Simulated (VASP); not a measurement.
Set up this calculation in VASP 6.6.1, as the native input.

```yaml
Task: single point
Functional: r2SCAN
Potentials_or_basis: VASP PAW PBE potentials, release 64 (Fe, S)
Cutoff: 660 eV
k_mesh: 4 × 4 × 4
Occupations: gaussian, width 0.01 eV
Spin: no spin polarisation
Dipole_correction: no
Further_INCAR_settings: ALGO = Normal; EDIFF = 1e-06; NBANDS = 52
```

FeS2:

```
Fe S
1.0
     5.45651    0.00000    0.00000
     0.00000    5.45651    0.00000
     0.00000    0.00000    5.45651
Fe S
4 8
Direct
  0.00000 0.50000 0.50000
  0.50000 0.50000 0.00000
  0.50000 0.00000 0.50000
  0.00000 0.00000 0.00000
  0.38499 0.11501 0.88499
  0.11501 0.88499 0.38499
  0.88499 0.38499 0.11501
  0.61501 0.61501 0.61501
  0.38499 0.38499 0.38499
  0.11501 0.61501 0.88499
  0.88499 0.11501 0.61501
  0.61501 0.88499 0.11501
```

The input as run:

POSCAR

```
FeS2
1.0
    5.4565103856      0.0000000000      0.0000000000
    0.0000000000      5.4565103856      0.0000000000
    0.0000000000      0.0000000000      5.4565103856
Fe S
4 8
Direct
    0.0000000000      0.5000000000      0.5000000000
    0.5000000000      0.5000000000      0.0000000000
    0.5000000000      0.0000000000      0.5000000000
    0.0000000000      0.0000000000      0.0000000000
    0.3849931412      0.1150068588      0.8849931412
    0.1150068588      0.8849931412      0.3849931412
    0.8849931412      0.3849931412      0.1150068588
    0.6150068588      0.6150068588      0.6150068588
    0.3849931412      0.3849931412      0.3849931412
    0.1150068588      0.6150068588      0.8849931412
    0.8849931412      0.1150068588      0.6150068588
    0.6150068588      0.8849931412      0.1150068588
```

INCAR.step1

```
SYSTEM = FeS2
ALGO     = Normal         ! electronic algorithm
EDIFF    = 1E-5           ! SCF threshold, eV
ENCUT    = 660            ! plane-wave cutoff, eV
GGA      = PE             ! functional
GGA_COMPAT= .False.      
ISMEAR   = 0              ! smearing method
LASPH    = .True.         ! aspherical terms in the spheres
LCHARG   = .False.        ! write CHGCAR
LREAL    = .False.        ! projectors in reciprocal space
LWAVE    = .True.         ! write WAVECAR
NBANDS   = 52             ! bands
NELM     = 120            ! most SCF steps
PREC     = Accurate       ! precision mode
SIGMA    = 0.01           ! smearing width, eV
```

INCAR.step2

```
SYSTEM = FeS2
ALGO     = Normal         ! electronic algorithm
EDIFF    = 1E-6           ! SCF threshold, eV
ENCUT    = 660            ! plane-wave cutoff, eV
GGA_COMPAT= .False.      
ISIF     = 2              ! what is computed and relaxed
ISMEAR   = 0              ! smearing method
ISTART   = 1            
LASPH    = .True.         ! aspherical terms in the spheres
LCHARG   = .False.        ! write CHGCAR
LMIXTAU  = .True.       
LREAL    = .False.        ! projectors in reciprocal space
LWAVE    = .False.        ! write WAVECAR
METAGGA  = R2SCAN         ! meta-GGA
NBANDS   = 52             ! bands
NELM     = 120            ! most SCF steps
PREC     = Accurate       ! precision mode
SIGMA    = 0.01           ! smearing width, eV
```

KPOINTS

```
k-points
0
Gamma
  4 4 4
  0 0 0
```

Potentials or basis: VASP PAW PBE potentials, release 64 (Fe, S).

Command:

```bash
$ cat potpaw_PBE.64/Fe/POTCAR potpaw_PBE.64/S/POTCAR > POTCAR
$ cp INCAR.step1 INCAR
$ mpirun -np 1 vasp_std > vasp.out
$ cp INCAR.step2 INCAR
$ mpirun -np 1 vasp_std > vasp.out
```

Results of the run:

The pressure is -4.4 GPa and the largest force is 0.165 eV/Å. The band gap on the k mesh is 0.95 eV (least direct gap 1.01 eV).

Caveat: the cell stands under tension; the PAW data sets were made with another functional, which shifts forces and pressure a little.

It took 4.7 min on 1 thread of Intel(R) Xeon(R) Platinum 8488C (Sapphire Rapids) (shared host), peak memory 0.41 GiB.
